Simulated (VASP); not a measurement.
Input of a VASP 6.6.1 run:

POSCAR

```
HfN
1.0
    0.0000000000      2.5191830855      2.3724345563
    2.5191830855      0.0000000000      2.3724345563
    2.5191830855      2.5191830855      0.0000000000
Hf N
1 1
Direct
    0.0000000000      0.0000000000      0.0000000000
    0.7500000000      0.7500000000      0.7500000000
```

File INCAR.step1:

```
  ALGO = Normal
  EDIFF = 1E-4
  ENCUT = 520
  GGA = PE
  ISMEAR = 0
  LASPH = True
  LCHARG = False
  LREAL = False
  LWAVE = True
  NBANDS = 14
  NELM = 100
  PREC = Accurate
  SIGMA = 0.15
```

Contents of INCAR.step2:

```
  ALGO = Normal
  EDIFF = 1E-7
  ENCUT = 520
  ISIF = 2
  ISMEAR = 0
  ISTART = 1
  LASPH = True
  LCHARG = True
  LELF = True
  LMIXTAU = True
  LREAL = False
  LVHAR = True
  LWAVE = False
  METAGGA = R2SCAN
  NBANDS = 14
  NELM = 100
  PREC = Accurate
  SIGMA = 0.15
```

File KPOINTS:

```
k-points
0
Gamma
  22 22 22
```

Potentials or basis: VASP PAW PBE potentials, release 64 (Hf_pv, N).

Command:

```console
$ cat potpaw_PBE.64/Hf_pv/POTCAR potpaw_PBE.64/N/POTCAR > POTCAR
$ cp INCAR.step1 INCAR
$ mpirun -np 1 vasp_std > vasp.out
$ cp INCAR.step2 INCAR
$ mpirun -np 1 vasp_std > vasp.out
```

Predict the pressure.

-7.0 GPa.

Stress tensor (GPa, compression positive):
```
-10.09   0.00   0.00
  0.00 -10.09   0.00
  0.00   0.00  -0.93
```

Caveat: the cell differs from its parent crystal (strain +0.030 along x and y, -0.030 along z); the PAW data sets were made with another functional, which shifts forces and pressure a little.
